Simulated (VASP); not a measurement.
A run of VASP 6.6.1:

INCAR

```
SYSTEM = SnSe
ALGO = Normal ; EDIFF = 1E-6
ENCUT = 520 ; GGA = PE
ISIF = 2 ; ISMEAR = -1
LASPH = .True. ; LCHARG = .True.
LELF = .True. ; LREAL = .False.
LVHAR = .True. ; LWAVE = .False.
NBANDS = 28 ; NELM = 60
PREC = Accurate ; SIGMA = 0.08
```

KPOINTS

```
k-points
0
Gamma
  9 9 5
  0 0 0
```

The input POSCAR:

```
SnSe
1.0
    4.7502645232      0.0000000000      0.0000000000
   -2.3751322616      4.1138497518      0.0000000000
    0.0000000000      0.0000000000      5.6962965050
Sn Se
2 2
Direct
    0.3333333333      0.6666666667     -0.0619191400
    0.6666666667      0.3333333333      0.4380808600
    0.3333333333      0.6666666667      0.4379191400
    0.6666666667      0.3333333333      0.9379191400
```

Potentials or basis: VASP PAW PBE potentials, release 64 (Sn_d, Se).

Launch:

```console
$ cat potpaw_PBE.64/Sn_d/POTCAR potpaw_PBE.64/Se/POTCAR > POTCAR
$ mpirun -np 1 vasp_std > vasp.out
```

Hardware: 1 thread of Intel(R) Xeon(R) 6975P-C (Granite Rapids), with other jobs on the host.

Q: How long does it take, and how much memory?

A: Wall time 49 s on 1 thread of Intel(R) Xeon(R) 6975P-C (Granite Rapids), on a shared host, peak memory 0.27 GiB. Counts: scf iterations 14, k points 36.
